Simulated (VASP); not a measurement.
Here is a VASP 6.6.1 calculation.

Contents of POSCAR:

```
Al2Pt
1.0
    0.0000000000      3.0092879500      3.0092879500
    3.0092879500      0.0000000000      3.0092879500
    3.0092879500      3.0092879500      0.0000000000
Al Pt
2 1
Direct
    0.2500000000      0.2500000000      0.2500000000
    0.7500000000      0.7500000000      0.7500000000
    0.0000000000      0.0000000000      0.0000000000
```

INCAR.step1

```
SYSTEM = Al2Pt
ALGO = Normal
EDIFF = 1E-4
ENCUT = 520
GGA = PE
ISMEAR = -1
LASPH = .TRUE.
LCHARG = .FALSE.
LREAL = .FALSE.
LWAVE = .TRUE.
NBANDS = 15
NELM = 100
PREC = Accurate
SIGMA = 0.1
```

INCAR.step2

```
SYSTEM = Al2Pt
ALGO = Normal
EDIFF = 1E-6
ENCUT = 520
ISIF = 2
ISMEAR = -1
ISTART = 1
LASPH = .TRUE.
LCHARG = .FALSE.
LMIXTAU = .TRUE.
LREAL = .FALSE.
LWAVE = .FALSE.
METAGGA = R2SCAN
NBANDS = 15
NELM = 100
PREC = Accurate
SIGMA = 0.1
```

KPOINTS

```
k-points
0
G
  10 10 10
  0 0 0
```

Potentials or basis: VASP PAW PBE potentials, release 64 (Al, Pt).

Run with:

```bash
$ cat potpaw_PBE.64/Al/POTCAR potpaw_PBE.64/Pt/POTCAR > POTCAR
$ cp INCAR.step1 INCAR
$ mpirun -np 1 vasp_std > vasp.out
$ cp INCAR.step2 INCAR
$ mpirun -np 1 vasp_std > vasp.out
```

(1) Predict the pressure.

(2) Estimate the band gap on the k mesh.

Answers

(1) -7.4 GPa.

(2) zero (bands 8 and 9 overlap by 5.53 eV).

Caveat: the cell stands under tension; the PAW data sets were made with another functional, which shifts forces and pressure a little; spin-orbit coupling is left out, which moves the levels of the heavy elements.
